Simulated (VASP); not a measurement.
The system is NiSb (Breithauptite).

```
Sb Ni
1.0
     3.92800    0.00000    0.00000
    -1.96400    3.40175    0.00000
     0.00000    0.00000    5.12000
Sb Ni
2 2
Direct
  0.66667 0.33333 0.75000
  0.33333 0.66667 0.25000
  0.00000 0.00000 0.50000
  0.00000 0.00000 0.00000
```

Base run:

* Program: VASP 6.6.1
* Functional: PBE
* Potentials or basis: VASP PAW PBE potentials, release 64 (Sb, Ni)
* Cutoff: 520 eV
* k mesh: 7 × 7 × 5
* Occupations: fermi-dirac, width 0.05 eV
* Spin: collinear spin, ferromagnetic start
* Starting moments: [0.0, 0.0, 2.0, 2.0] μB
* Fixed moment: 4 μB

Its results: pressure 16.7 GPa; site moments Sb +0.41; Ni +1.17 μB.

Q: After a change of settings the same cell gave: pressure 6.2 GPa; site moments Sb +0.13; Ni +0.50 μB. Which change was it?
A. fixed moment from 4 μB to 2 μB; moments at the start from [0.0, 0.0, 2.0, 2.0] to [0.0, 0.0, 1.0, 1.0]
B. fixed moment from 4 μB to 1.5 μB; moments at the start from [0.0, 0.0, 2.0, 2.0] to [0.0, 0.0, 0.75, 0.75]
C. fixed moment from 4 μB to 3 μB; moments at the start from [0.0, 0.0, 2.0, 2.0] to [0.0, 0.0, 1.5, 1.5]
D. fixed moment from 4 μB to 1 μB; moments at the start from [0.0, 0.0, 2.0, 2.0] to [0.0, 0.0, 0.5, 0.5]

A: B.

Caveats: the total moment is fixed, so each spin has its own Fermi level.
